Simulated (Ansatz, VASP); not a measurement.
# GaSe: VASP beside Ansatz

File POSCAR:

```
GaSe
1.0
    3.7538612256      0.0000000000      0.0000000000
   -1.8769306128      3.2509391837      0.0000000000
    0.0000000000      0.0000000000     16.1141079348
Ga Se
4 4
Direct
    0.3333333333      0.6666666667      0.1745425020
    0.6666666667      0.3333333333      0.6745425020
    0.3333333333      0.6666666667      0.3254574980
    0.6666666667      0.3333333333      0.8254574980
    0.3333333333      0.6666666667      0.6026783692
    0.6666666667      0.3333333333      0.1026783692
    0.3333333333      0.6666666667      0.8973216308
    0.6666666667      0.3333333333      0.3973216308
```

INCAR.step1

```
PREC = Accurate
ENCUT = 550
ISMEAR = 0
SIGMA = 0.01
LREAL = False
LASPH = True
NELM = 120
NBANDS = 48
GGA = PE
ALGO = Normal
EDIFF = 1E-5
LWAVE = True
LCHARG = False
GGA_COMPAT = False
```

File INCAR.step2:

```
PREC = Accurate
ENCUT = 550
EDIFF = 1E-6
ISMEAR = 0
SIGMA = 0.01
LREAL = False
LASPH = True
NELM = 120
ALGO = Normal
ISIF = 2
LWAVE = False
LCHARG = False
METAGGA = R2SCAN
LMIXTAU = True
NBANDS = 48
ISTART = 1
GGA_COMPAT = False
```

KPOINTS

```
Automatic mesh
0
Gamma
  12 12 2
```

Input for Ansatz:

```yaml
crystal:
  lattice:
    - [3.7538612256, 0.0, 0.0]
    - [-1.8769306128, 3.2509391837, 0.0]
    - [0.0, 0.0, 16.1141079348]
  atoms:
    - { symbol: Ga, position: [0.3333333333, 0.6666666667, 0.174542502] }
    - { symbol: Ga, position: [0.6666666667, 0.3333333333, 0.674542502] }
    - { symbol: Ga, position: [0.3333333333, 0.6666666667, 0.325457498] }
    - { symbol: Ga, position: [0.6666666667, 0.3333333333, 0.825457498] }
    - { symbol: Se, position: [0.3333333333, 0.6666666667, 0.6026783692] }
    - { symbol: Se, position: [0.6666666667, 0.3333333333, 0.1026783692] }
    - { symbol: Se, position: [0.3333333333, 0.6666666667, 0.8973216308] }
    - { symbol: Se, position: [0.6666666667, 0.3333333333, 0.3973216308] }
kpoints:
  mp_grid: { grid: [12, 12, 2] }
  band_path:
    path:
      - [0.0, 0.0, 0.0]
      - [0.5, 0.0, 0.0]
      - [0.3333333333, 0.3333333333, 0.0]
      - [0.0, 0.0, 0.5]
      - [0.5, 0.0, 0.5]
      - [0.3333333333, 0.3333333333, 0.5]
    npoints: 1
hamiltonian:
  xc: r2scan
scf:
  occupations: { method: fixed }
  n_extra_bands: 6
output:
  forces: true
  stress: true
  eigenvalues: true
```

Alike in both runs: task single point; functional r2SCAN; k mesh 12 × 12 × 2; no spin polarisation.

|  | VASP | Ansatz |
| --- | --- | --- |
| version | VASP 6.6.1 | Ansatz 0.2.0 |
| potentials or method | VASP PAW PBE potentials, release 64 (Ga_d, Se) | plane waves, PAW |
| plane-wave cutoff (eV) | 550 | 500 |
| occupations | gaussian, width 0.01 eV | fixed |
| valence electrons in the cell | 76 | 116 |

Ansatz gave:

```
gap on the k mesh at the Fermi level (eV) : 1.50
pressure (GPa)                            : 0.8
rms of the force components (eV/Å)        : 0.013
```

Question: Which values does VASP return?

Answer: gap on the k mesh at the Fermi level (eV): 1.47; pressure (GPa): 0.9; rms of the force components (eV/Å): 0.006.

VASP's potentials were made for PBE, not for r2SCAN. Atom by atom the forces differ by 0.012 eV/Å (rms over components). VASP's potentials hold 76 valence electrons a cell and Ansatz's 116, so a difference there can come from the potentials and not from the codes.
